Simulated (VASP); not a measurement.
Here is a VASP 6.6.1 calculation.

Contents of INCAR:

```
PREC = Accurate
ENCUT = 520
EDIFF = 1E-7
ISMEAR = -1
SIGMA = 0.05
LREAL = F
LASPH = T
NELM = 150
ALGO = Normal
ISIF = 2
LWAVE = F
LCHARG = F
ISPIN = 2
MAGMOM = 2 2
LORBIT = 11
LMAXMIX = 4
GGA = PE
NBANDS = 20
```

The input KPOINTS:

```
Automatic mesh
0
Gamma
  12 12 7
```

Contents of POSCAR:

```
Co
1.0
    2.4602558998      0.0000000000      0.0000000000
   -1.2301279499      2.1306441091      0.0000000000
    0.0000000000      0.0000000000      3.9700282142
Co
2
Direct
    0.6666666667      0.3333333333      0.7500000000
    0.3333333333      0.6666666667      0.2500000000
```

Potentials or basis: VASP PAW PBE potentials, release 64 (Co).

Launch:

```console
$ cat potpaw_PBE.64/Co/POTCAR > POTCAR
$ mpirun -np 1 vasp_std > vasp.out
```

Task: Estimate the site moments.

Result: Co +1.58 μB.

Task: What does it give for the net moment?

Result: 3.14 μB per cell.

Task: Predict the pressure.

Result: 9.1 GPa.

Stress tensor (GPa, compression positive):
```
9.09 0.00 0.00
0.00 9.09 0.00
0.00 0.00 8.99
```

Caveat: the cell stands under pressure.
